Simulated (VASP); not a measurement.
# Al2Au (Fm-3m) in VASP: notebook

Runs on Al2Au. Level: PBE. Tasks: single point, relaxation of the atoms.

Everything below comes from runs of VASP 6.6.1. Logs are shortened: lines on timing, memory, paths and dates and some standing lists are left out, and cuts for length are marked.

## 1. The cell of the first run

It takes space group Fm-3m (No. 225, cubic). Conventional cell: a = 6.000 Å, b = 6.000 Å, c = 6.000 Å, α = 90.00°, β = 90.00°, γ = 90.00°. Al (site symmetry -43m) has 4 Au at 2.60 Å and 6 Al at 3.00 Å within 3.4 Å. Au (site symmetry m-3m) has 8 Al at 2.60 Å within 3.4 Å.

## 2. Single point, PBE

INCAR reads:

```
PREC = Accurate
ENCUT = 520
EDIFF = 1E-6
ISMEAR = -1
SIGMA = 0.05
LREAL = False
LASPH = True
NELM = 100
ALGO = Normal
ISIF = 2
LWAVE = False
LCHARG = False
GGA = PE
NBANDS = 16
```

KPOINTS reads:

```
Automatic mesh
0
Gamma
  10 10 10
```

POSCAR reads:

```
Al2Au
1.0
    0.0000000000      3.0000000000      3.0000000000
    3.0000000000      0.0000000000      3.0000000000
    3.0000000000      3.0000000000      0.0000000000
Al Au
2 1
Direct
    0.2500000000      0.2500000000      0.2500000000
    0.7500000000      0.7500000000      0.7500000000
    0.0000000000      0.0000000000      0.0000000000
```

Potentials or basis: VASP PAW PBE potentials, release 64 (Al, Au).

Launch:

```sh
$ cat potpaw_PBE.64/Al/POTCAR potpaw_PBE.64/Au/POTCAR > POTCAR
$ mpirun -np 1 vasp_std > vasp.out
```

OUTCAR:

```text
PREC = Accurate
   ENCUT = 520
   EDIFF = 1E-6
   ISMEAR = -1
   LREAL = False
   LASPH = True
   NELM = 100
   ISIF = 2
   GGA = PE

 ion  position               nearest neighbor table
   1  0.250  0.250  0.250-   3 2.60   3 2.60   3 2.60   3 2.60   2 3.00   2 3.00   2 3.00   2 3.00
                             2 3.00   2 3.00
   2  0.750  0.750  0.750-   3 2.60   3 2.60   3 2.60   3 2.60   1 3.00   1 3.00   1 3.00   1 3.00
                             1 3.00   1 3.00
   3  0.000  0.000  0.000-   2 2.60   2 2.60   2 2.60   1 2.60   2 2.60   1 2.60   1 2.60   1 2.60

  LATTYP: Found a face centered cubic cell.
 ALAT       =     6.0000000000

  Lattice vectors:

 A1 = (   0.0000000000,   3.0000000000,   3.0000000000)
 A2 = (   3.0000000000,   0.0000000000,   3.0000000000)
 A3 = (   3.0000000000,   3.0000000000,   0.0000000000)

Analysis of symmetry for initial positions (statically):
=====================================================================
 Subroutine PRICEL returns:
 Original cell was already a primitive cell.

 Routine SETGRP: Setting up the symmetry group for a
 face centered cubic supercell.

 Subroutine GETGRP returns: Found 48 space group operations
 (whereof 48 operations were pure point group operations)
 out of a pool of 48 trial point group operations.

The static configuration has the point symmetry O_h .

Analysis of symmetry for dynamics (positions and initial velocities):
=====================================================================
 Subroutine PRICEL returns:
 Original cell was already a primitive cell.

 Routine SETGRP: Setting up the symmetry group for a
 face centered cubic supercell.

 Subroutine GETGRP returns: Found 48 space group operations
 (whereof 48 operations were pure point group operations)
 out of a pool of 48 trial point group operations.

The dynamic configuration has the point symmetry O_h .

 Subroutine INISYM returns: Found 48 space group operations
 (whereof 48 operations are pure point group operations),
 and found     1 'primitive' translations

----------------------------------------------------------------------------------------

                                     Primitive cell

  volume of cell :      54.0000

  direct lattice vectors                    reciprocal lattice vectors
     0.000000000  3.000000000  3.000000000    -0.166666667  0.166666667  0.166666667
     3.000000000  0.000000000  3.000000000     0.166666667 -0.166666667  0.166666667
     3.000000000  3.000000000  0.000000000     0.166666667  0.166666667 -0.166666667

  length of vectors
     4.242640687  4.242640687  4.242640687     0.288675135  0.288675135  0.288675135

  position of ions in fractional coordinates (direct lattice)
     0.250000000  0.250000000  0.250000000
     0.750000000  0.750000000  0.750000000
     0.000000000  0.000000000  0.000000000

  ion indices of the primitive-cell ions
   primitive index   ion index
                 1           1
                 2           2
                 3           3

----------------------------------------------------------------------------------------

 KPOINTS: Automatic mesh

Automatic generation of k-mesh.
 Grid dimensions read from file:
 generate k-points for:   10   10   10

 Generating k-lattice:

  Cartesian coordinates                     Fractional coordinates (reciprocal lattice)
    -0.016666667  0.016666667  0.016666667     0.100000000  0.000000000  0.000000000
     0.016666667 -0.016666667  0.016666667     0.000000000  0.100000000  0.000000000
     0.016666667  0.016666667 -0.016666667     0.000000000  0.000000000  0.100000000

  Length of vectors
     0.028867513  0.028867513  0.028867513

  Shift w.r.t. Gamma in fractional coordinates (k-lattice)
     0.000000000  0.000000000  0.000000000

 Subroutine IBZKPT returns following result:
 ===========================================

 Found     47 irreducible k-points:

 Following reciprocal coordinates:
            Coordinates               Weight
  0.000000  0.000000  0.000000      1.000000
  0.100000  0.000000  0.000000      8.000000
  0.200000  0.000000  0.000000      8.000000
  0.300000  0.000000  0.000000      8.000000
  0.400000  0.000000  0.000000      8.000000
  0.500000  0.000000  0.000000      4.000000
[... 16 lines left out ...]
  0.300000  0.300000  0.000000      6.000000
  0.400000  0.300000  0.000000     24.000000
 [... further k-points ...]
   k-points           NKPTS =     47   k-points in BZ     NKDIM =     47   number of bands    NBANDS=     16
   number of dos      NEDOS =    301   number of ions     NIONS =      3
   total plane-waves  NPLWV =  32768
   dimension x,y,z NGX =    32 NGY =   32 NGZ =   32
   dimension x,y,z NGXF=    64 NGYF=   64 NGZF=   64
   ions per type =               2   1
   NGX,Y,Z   is equivalent  to a cutoff of  12.54, 12.54, 12.54 a.u.
   NGXF,Y,Z  is equivalent  to a cutoff of  25.08, 25.08, 25.08 a.u.
 SYSTEM =  unknown system
   PREC   = accura    normal or accurate (medium, high low for compatibility)
   ISTART =      0    job   : 0-new  1-cont  2-samecut
   ICHARG =      2    charge: 1-file 2-atom 10-const
   ISPIN  =      1    spin polarized calculation?
   LNONCOLLINEAR =      F non collinear calculations
   LSORBIT =      F    spin-orbit coupling
   LASPH  =      T    aspherical Exc in radial PAW
   ENCUT  =  520.0 eV  38.22 Ry    6.18 a.u.   7.89  7.89  7.89*2*pi/ulx,y,z
   NELM   =    100;   NELMIN=  2; NELMDL= -5     # of ELM steps
   EDIFF  = 0.1E-05   stopping-criterion for ELM
   LREAL  =      F    real-space projection
   EDIFFG = 0.1E-04   stopping-criterion for IOM
   NSW    =      0    number of steps for IOM
   IBRION =     -1    ionic relax: 0-MD 1-quasi-New 2-CG
   NFREE  =      0    steps in history (QN), initial steepest desc. (CG)
   ISIF   =      2    stress and relaxation
   ISYM   =      2    0-nonsym 1-usesym 2-fastsym
   POTIM  = 0.5000    time-step for ionic-motion
   TEBEG  =    0.0;   TEEND  =   0.0 temperature during run
   PSTRESS=    0.0 pullay stress
   NELECT =      17.0000    total number of electrons
   NUPDOWN=      -1.0000    fix difference up-down
   EMIN   =  10.00;   EMAX   =-10.00  energy-range for DOS
   EFERMI =   0.00;   METHOD = LEGACY
   ISMEAR =    -1;   SIGMA  =   0.05  broadening in eV -4-tet -1-fermi 0-gaus
   EFERMI_NEDOS =   21; number of points for ismear=-14 and -15
   IALGO  =     38    algorithm
   IMIX   =      4    mixing-type and parameters
     AMIX     =   0.40;   BMIX     =  1.00
     AMIX_MAG =   1.60;   BMIX_MAG =  1.00
  volume/ion in A,a.u.               =      18.00       121.47
  Fermi-wavevector in a.u.,A,eV,Ry     =   1.113679  2.104547 16.875035  1.240280
  Thomas-Fermi vector in A             =   2.250266
   LORBIT       =      0    0 simple, 1 ext, 2 COOP (PROOUT), +10 PAW based schemes
   GGA     = PE    functional components
   LHFCALC =     F    Hartree Fock is set to
   AEXX    =    0.0000 exact exchange contribution
   IVDW    =     0    specifies the selected vdW correction
   LEPSILON=     F    determine dielectric tensor
   LRPA    =     F    only Hartree local field effects (RPA)
 non-spin polarized calculation
  energy-cutoff  :      520.00
  volume of cell :       54.00
 maximum number of plane-waves:      1470
   NGX = 15   NGY = 15   NGZ = 15

 number of electron      17.0000001 magnetization

 Free energy of the ion-electron system (eV)
  ---------------------------------------------------
  ext. energy  EPLUGINS =         0.00000000
  ---------------------------------------------------
  free energy    TOTEN  =       -12.01182935 eV

  energy without entropy =      -12.00563706  energy(sigma->0) =      -12.00873320

 E-fermi :   7.7807     XC(G=0): -10.5263

 val. band max:        7.7416724242   @ k =  -0.2000   0.1000   0.0000
 cond. band min:       7.8294573909   @ k =   0.5000   0.1000   0.0000
 fundamental gap:      0.0877849667
 Fermi energy:         7.7807371463

 k-point     1 :       0.0000    0.0000    0.0000
  band No.  band energies     occupation
      1      -2.7556      2.00000
      2       1.1980      2.00000
      3       1.1980      2.00000
      4       1.1980      2.00000
      5       2.1559      2.00000
      6       2.1559      2.00000
[... 8 lines left out ...]
     15      13.5382      0.00000
     16      13.5382      0.00000

 k-point     2 :       0.1000    0.0000    0.0000
  band No.  band energies     occupation
      1      -2.6245      2.00000
      2       1.1548      2.00000
      3       1.2311      2.00000
      4       1.2311      2.00000
      5       2.1490      2.00000
      6       2.1490      2.00000
[... 8 lines left out ...]
     15      13.2205      0.00000
     16      13.2814      0.00000

 k-point     3 :       0.2000    0.0000    0.0000
  band No.  band energies     occupation
      1      -2.2417      2.00000
      2       1.0547      2.00000
      3       1.3116      2.00000
      4       1.3116      2.00000
      5       2.1443      2.00000
      6       2.1443      2.00000
[... 8 lines left out ...]
     15      13.5616      0.00000
     16      13.7871      0.00000

 k-point     4 :       0.3000    0.0000    0.0000
  band No.  band energies     occupation
      1      -1.6539      2.00000
      2       0.9782      2.00000
      3       1.3908      2.00000
      4       1.3908      2.00000
      5       2.1756      2.00000
      6       2.1756      2.00000
[... 8 lines left out ...]
     15      14.7273      0.00000
     16      14.8530      0.00000
[... 324 lines left out ...]
 k-point    22 :      -0.2000    0.2000    0.0000
  band No.  band energies     occupation
      1      -1.4320      2.00000
      2       0.8829      2.00000
      3       1.4386      2.00000
      4       1.4905      2.00000
      5       2.0367      2.00000
      6       2.2789      2.00000
[... 8 lines left out ...]
     15      15.0945      0.00000
     16      16.7039      0.00000

 k-point    23 :       0.3000    0.3000    0.0000
  band No.  band energies     occupation
      1      -1.2122      2.00000
      2       0.7215      2.00000
      3       1.6464      2.00000
      4       1.6464      2.00000
      5       1.8000      2.00000
      6       2.3522      2.00000
[... 8 lines left out ...]
     15      15.6562      0.00000
     16      17.3267      0.00000

 k-point    24 :       0.4000    0.3000    0.0000
  band No.  band energies     occupation
      1      -0.6266      2.00000
      2       0.6429      2.00000
      3       1.5875      2.00000
      4       1.7559      2.00000
      5       1.9513      2.00000
      6       2.3830      2.00000
[... 8 lines left out ...]
     15      16.8188      0.00000
     16      18.3274      0.00000

 [... further k-points ...]
[... 5 lines left out ...]
  --------------------------------------------------------------------------------------
  -------------------------------------------------------------------------------------
  Total        1.0845910      1.0845910      1.0845910     -0.0000000     -0.0000000      0.0000000
  in kB       32.1797624     32.1797624     32.1797624     -0.0000000     -0.0000000      0.0000000
  external PRESSURE =      32.1797624 kB  Pullay stress =       0.0000000 kB

 VOLUME and BASIS-vectors are now :
 -----------------------------------------------------------------------------
  energy-cutoff  :      520.00
  volume of cell :       54.00
      direct lattice vectors                 reciprocal lattice vectors
     0.000000000  3.000000000  3.000000000    -0.166666667  0.166666667  0.166666667
     3.000000000  0.000000000  3.000000000     0.166666667 -0.166666667  0.166666667
     3.000000000  3.000000000  0.000000000     0.166666667  0.166666667 -0.166666667

 POSITION                                       TOTAL-FORCE (eV/Angst)
 -----------------------------------------------------------------------------------
      1.50000      1.50000      1.50000        -0.000000     -0.000000     -0.000000
      4.50000      4.50000      4.50000         0.000000      0.000000      0.000000
      0.00000      0.00000      0.00000         0.000000      0.000000      0.000000
 -----------------------------------------------------------------------------------
    total drift:                                0.000000     -0.000000      0.000000

  FREE ENERGIE OF THE ION-ELECTRON SYSTEM (eV)
  ---------------------------------------------------
  free  energy   TOTEN  =       -12.0118293492 eV

  energy  without entropy=      -12.0056370553  energy(sigma->0) =      -12.00873320
```

It took 11 s on 1 thread of Intel Xeon 6975P-C (Granite Rapids), shared host; peak memory 0.19 GiB.

Results:

```yaml
Free_energy: -12.0118 eV
Pressure: 3.2 GPa
```

Levels at points of the mesh, in eV from the Fermi level:
```csv
k point,band 7,band 8,band 9,band 10,band 11,band 12
"(0.00, 0.00, 0.00)",2.26,2.97,2.97,2.97,3.93,3.93
"(0.50, 0.00, 0.00)",-5.43,0.37,0.37,3.31,3.62,3.83
"(0.50, 0.50, 0.00)",-5.00,-2.10,-2.10,1.28,2.11,7.66
```

Caveat: spin-orbit coupling is left out, which moves the levels of the heavy elements.

(Continued in part 2 of 2.)
